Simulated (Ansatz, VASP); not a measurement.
# Tl in VASP and in Ansatz

The input INCAR:

```
ALGO = Normal
EDIFF = 1E-6
ENCUT = 520
GGA = PE
ISIF = 2
ISMEAR = -1
LASPH = True
LCHARG = True
LELF = True
LREAL = False
LVHAR = True
LWAVE = False
NBANDS = 20
NELM = 60
PREC = Accurate
SIGMA = 0.05
```

The input KPOINTS:

```
k-points
0
Gamma
  11 11 6
```

Contents of POSCAR:

```
Tl
1.0
    3.5433624228      0.0000000000      0.0000000000
   -1.7716812114      3.0686418730      0.0000000000
    0.0000000000      0.0000000000      5.7208670653
Tl
2
Direct
    0.3333333333      0.6666666667      0.2500000000
    0.6666666667      0.3333333333      0.7500000000
```

Input for Ansatz:

```yaml
crystal:
  lattice:
    - [3.5433624228, 0.0, 0.0]
    - [-1.7716812114, 3.068641873, 0.0]
    - [0.0, 0.0, 5.7208670653]
  atoms:
    - { symbol: Tl, position: [0.3333333333, 0.6666666667, 0.25] }
    - { symbol: Tl, position: [0.6666666667, 0.3333333333, 0.75] }
kpoints:
  mp_grid: { grid: [11, 11, 6] }
scf:
  occupations: { method: fermi_dirac, width: 0.05 }
hamiltonian:
  xc: pbe
  pseudopotentials: { kind: all_electron, lapw: { basis_error: 0.00025 } }
output:
  forces: true
  stress: true
  eigenvalues: true
```

Change from the starting cell: volume scaled by 1.04.

Alike in both runs: task single point; functional PBE; k mesh 11 × 11 × 6; occupations fermi-dirac, width 0.05 eV; no spin polarisation.

```csv
,VASP,Ansatz
version,VASP 6.6.1,Ansatz 0.2.0
potentials or method,"VASP PAW PBE potentials, release 64 (Tl_d), cutoff 520 eV","all-electron LAPW, scalar-relativistic"
```

|  | VASP | Ansatz | Ansatz less VASP |
| --- | --- | --- | --- |
| pressure (GPa) | 0.1 | 0.2 | +0.07 |
| traceless stress, the component that is largest in VASP (GPa) | -0.43 | -0.43 | +0.008 |

Ansatz ran all-electron here, and VASP with PAW potentials.

Neither program's run includes spin-orbit coupling.
